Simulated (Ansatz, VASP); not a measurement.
## Two plane-wave programs on SnSe

```xyz
8
Lattice="11.1869 0.0000 0.0000 0.0000 4.1045 0.0000 0.0000 0.0000 4.3690" Properties=species:S:1:pos:R:3 pbc="T T T"
Sn    9.8109    3.0783    3.9714
Sn    6.9694    1.0261    1.7869
Sn    4.2175    3.0783    2.5821
Sn    1.3760    1.0261    0.3976
Se    7.1932    3.0783    4.2991
Se    9.5872    1.0261    2.1146
Se    1.5997    3.0783    2.2544
Se    3.9937    1.0261    0.0699
```

Alike in both runs: task single point; functional PBE exchange alone; k mesh 3 × 6 × 6; occupations fermi-dirac, width 0.05 eV; no spin polarisation.

```csv
,VASP,Ansatz
version,VASP 6.6.1,Ansatz 0.2.0
potentials or method,"VASP PAW PBE potentials, release 64 (Sn_d, Se)",Ansatz PAW
plane-wave cutoff (eV),520,420
valence electrons in the cell,80,120
```

```csv
,VASP,Ansatz,Ansatz less VASP
gap on the k mesh at the Fermi level (eV),0.64,0.65,+0.006
least direct gap on the mesh (eV),0.82,0.83,+0.010
pressure (GPa),17.6,17.5,-0.10
"traceless stress, the component that is largest in VASP (GPa)",2.73,2.69,-0.036
rms of the force components (eV/Å),0.534,0.519,-0.0144
```

VASP's potentials were made for PBE, not for PBE exchange alone. Atom by atom the forces differ by 0.015 eV/Å (rms over components). VASP's potentials hold 80 valence electrons a cell and Ansatz's 120, so a difference there can come from the potentials and not from the codes.

Noted on Ansatz's run: odd divisions of the mesh miss points on the zone boundary, where band edges often lie, so the gap on the mesh can be too wide.
